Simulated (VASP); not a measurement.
Sc2SiF2:

```
Sc Si F
1.0
     4.28261    0.00000    0.00000
    -2.14131    3.70885    0.00000
     0.00000    0.00000    5.62526
Sc Si F
2 1 2
Direct
  0.00000 0.00000 0.77590
  0.00000 0.00000 0.22410
  0.33333 0.66667 0.00000
  0.66667 0.33333 0.50000
  0.33333 0.66667 0.50000
```

The cell was built from a structure type or drawn by symmetry, and may not be a known phase.

```yaml
Program: VASP 6.6.1
Task: relaxation of cell and atoms
Functional: PBE
Potentials_or_basis: VASP PAW PBE potentials, release 64 (Sc_sv, Si, F)
Cutoff: 600 eV
k_mesh: 6 × 6 × 4
Occupations: gaussian, width 0.1 eV
Spin: no spin polarisation
```

At the start: pressure -4.2 GPa; volume 17.87 Å³/atom.

Task: Where does the relaxation end?

Result: Over 9 steps the energy falls by 420.5 meV/atom and the volume is 15.28 Å³/atom (-14.5 %); space group P-6m2 (No. 187, to 0.1 Å) before and after.

Step by step:
| step | energy change (eV) | largest force (eV/Å) | pressure (GPa) | volume (Å³) |
| --- | --- | --- | --- | --- |
| 1 | 0.0000 | 3.8033 | -4.19 | 89.35 |
| 2 | -1.3863 | 0.0492 | -4.79 | 83.21 |
| 3 | -1.6362 | 1.4182 | -3.02 | 79.48 |
| 4 | -2.0455 | 0.0428 | 3.68 | 73.25 |
| 5 | -2.0801 | 0.3339 | 1.96 | 74.54 |
| 6 | -2.0802 | 0.3577 | 1.84 | 74.64 |
| 7 | -2.0991 | 0.1840 | -0.58 | 76.78 |
| 8 | -2.0991 | 0.1900 | -0.49 | 76.70 |
| 9 | -2.1023 | 0.0302 | 0.01 | 76.42 |

Final structure:
```
Sc Si F
1.0
     3.72887    0.00000    0.00000
    -1.86444    3.22930    0.00000
     0.00000    0.00000    6.34665
Sc Si F
2 1 2
Direct
  0.00000 0.00000 0.73026
  0.00000 0.00000 0.26974
  0.33333 0.66667 0.00000
  0.66667 0.33333 0.50000
  0.33333 0.66667 0.50000
```
